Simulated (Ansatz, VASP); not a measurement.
**BaTlN: VASP beside Ansatz**

Contents of INCAR:

```
SYSTEM = BaTlN
PREC = Accurate
ENCUT = 600
EDIFF = 1E-7
ISMEAR = 0
SIGMA = 0.15
LREAL = .FALSE.
LASPH = .TRUE.
NELM = 120
ALGO = Normal
ISIF = 3
LWAVE = .FALSE.
LCHARG = .FALSE.
GGA = PE
IBRION = 2
NSW = 36
EDIFFG = -0.08
GGA_COMPAT = .FALSE.
NELMIN = 4
```

KPOINTS

```
Automatic mesh
0
G
  3 3 3
  0 0 0
```

POSCAR

```
BaTlN
1.0
    4.2253640600      0.0000000000      0.0000000000
    0.0000000000      4.2253640600      0.0000000000
    0.0000000000      0.0000000000      4.8857401900
Ba Tl N
1 1 1
Direct
    0.0000000000      0.0000000000      0.5000000000
    0.5000000000      0.5000000000      0.0000000000
    0.0000000000      0.0000000000      0.0000000000
```

Input for Ansatz:

```yaml
crystal:
  lattice:
    - [4.22536406, 0.0, 0.0]
    - [0.0, 4.22536406, 0.0]
    - [0.0, 0.0, 4.88574019]
  atoms:
    - { symbol: Ba, position: [0.0, 0.0, 0.5] }
    - { symbol: Tl, position: [0.5, 0.5, 0.0] }
    - { symbol: "N", position: [0.0, 0.0, 0.0] }
basis:
  ecutwfc: 420
kpoints:
  mp_grid: { grid: [3, 3, 3] }
hamiltonian:
  xc: pbe
scf:
  occupations: { method: gaussian, width: 0.15 }
  lower_state_search: "off"
output:
  forces: true
  stress: true
  eigenvalues: true
relax:
  adjacent_minimum: "off"
  f_tol: 0.08
  max_steps: 16
  cell: { stress_tol: 0.8 }
```

Alike in both runs: task relaxation of cell and atoms; functional PBE; k mesh 3 × 3 × 3; occupations gaussian, width 0.15 eV; no spin polarisation.

|  | VASP | Ansatz |
| --- | --- | --- |
| version | VASP 6.6.1 | Ansatz 0.2.0 |
| potentials or method | VASP PAW PBE potentials, release 64 (Ba_sv, Tl_d, N), cutoff 600 eV | scalar-relativistic, plane waves, PAW |
| valence electrons in the cell | 28 | 28 |

|  | VASP | Ansatz | Ansatz less VASP |
| --- | --- | --- | --- |
| gap on the k mesh at the Fermi level, each at its own relaxed structure (eV) | none | none | - |
| relaxed volume (Å³/atom) | 28.21 | 27.76 | -0.445 |
| relaxed length of the cell vector where the two differ most in proportion (Å) | 4.833 | 4.773 | -0.0602 |

A gap of «none» marks a metal or a gap that the smearing closes.

The k mesh is coarse, so the values compare programs but aren't converged. Spin-orbit coupling is off throughout.
